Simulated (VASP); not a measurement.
The system is TiAl.

```xyz
2
Lattice="3.0307 0.0000 0.0000 0.0000 3.0307 0.0000 0.0000 0.0000 3.0307" Properties=species:S:1:pos:R:3 pbc="T T T"
Al    0.0000    0.0000    0.0000
Ti    1.5153    1.5153    1.5153
```

```yaml
Program: VASP 6.6.1
Task: relaxation of cell and atoms
Functional: PBE
Potentials_or_basis: VASP PAW PBE potentials, release 64 (Al, Ti_sv)
Cutoff: 500 eV
k_mesh: 6 × 6 × 6
Occupations: gaussian, width 0.1 eV
Spin: no spin polarisation
```

At the start: pressure 22.3 GPa; volume 13.92 Å³/atom.

Problem. Where does the relaxation end?

Solution. Over 3 steps the energy falls by 136.1 meV/atom and the volume is 16.15 Å³/atom (+16.0 %); space group Pm-3m (No. 221, to 0.1 Å) before and after.

The path:
```csv
step,energy change (eV),largest force (eV/Å),pressure (GPa),volume (Å³)
1,0.0000,0.0000,22.28,27.84
2,-0.1204,0.0000,-10.52,36.39
3,-0.2722,0.0000,-0.16,32.30
```

Final structure:
```yaml
crystal:
  lattice:
    - [3.18472, 0.00000, 0.00000]
    - [0.00000, 3.18472, 0.00000]
    - [0.00000, 0.00000, 3.18472]
  atoms:
    - { symbol: Al, position: [0.00000, 0.00000, 0.00000] }
    - { symbol: Ti, position: [0.50000, 0.50000, 0.50000] }
```

Caveat: the volume moved by over 15 % at a fixed basis, so the end points are rough.
